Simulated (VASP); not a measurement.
Write the native input for VASP 6.6.1 that does the following.

```yaml
Task: single point
Functional: PBE
Potentials_or_basis: VASP PAW PBE potentials, release 64 (Ta_pv, Si)
Cutoff: 520 eV
k_mesh: 6 × 6 × 2
Occupations: gaussian, width 0.1 eV
Spin: no spin polarisation
Dipole_correction: no
Further_INCAR_settings: ALGO = Normal; EDIFF = 1e-06; NBANDS = 23
```

The structure of TaSi lies in POSCAR:

```
TaSi
1.0
    3.2297168000      0.0000000000      0.0000000000
   -1.6148584000      2.7970168000      0.0000000000
    0.0000000000      0.0000000000      8.5010417400
Ta Si
2 2
Direct
    0.3333333300      0.6666666700      0.8492213100
    0.6666666700      0.3333333300      0.1507786900
    0.3333333300      0.6666666700      0.3955219700
    0.6666666700      0.3333333300      0.6044780300
```

One way to write it, as run:

INCAR

```
ALGO = Normal
EDIFF = 1E-6
ENCUT = 520
GGA = PE
ISIF = 2
ISMEAR = 0
LASPH = True
LCHARG = False
LREAL = False
LWAVE = False
NBANDS = 23
NELM = 100
PREC = Accurate
SIGMA = 0.1
```

KPOINTS

```
k-points
0
Gamma
  6 6 2
```

Potentials or basis: VASP PAW PBE potentials, release 64 (Ta_pv, Si).

Run with:

```console
$ cat potpaw_PBE.64/Ta_pv/POTCAR potpaw_PBE.64/Si/POTCAR > POTCAR
$ mpirun -np 1 vasp_std > vasp.out
```

It gave:

The pressure is -17.9 GPa and the largest force is 0.472 eV/Å. The band gap on the k mesh is zero (band 15 reaches 6.55 eV, above the bottom of band 16 at 5.97 eV).

Caveat: the k points lie up to 0.37 Å⁻¹ apart; spin-orbit coupling is left out, which moves the levels of the heavy elements.

Wall time 15 s on 1 thread of Intel(R) Xeon(R) Platinum 8375C CPU @ 2.90GHz (Ice Lake) (shared host), peak memory 0.18 GiB.
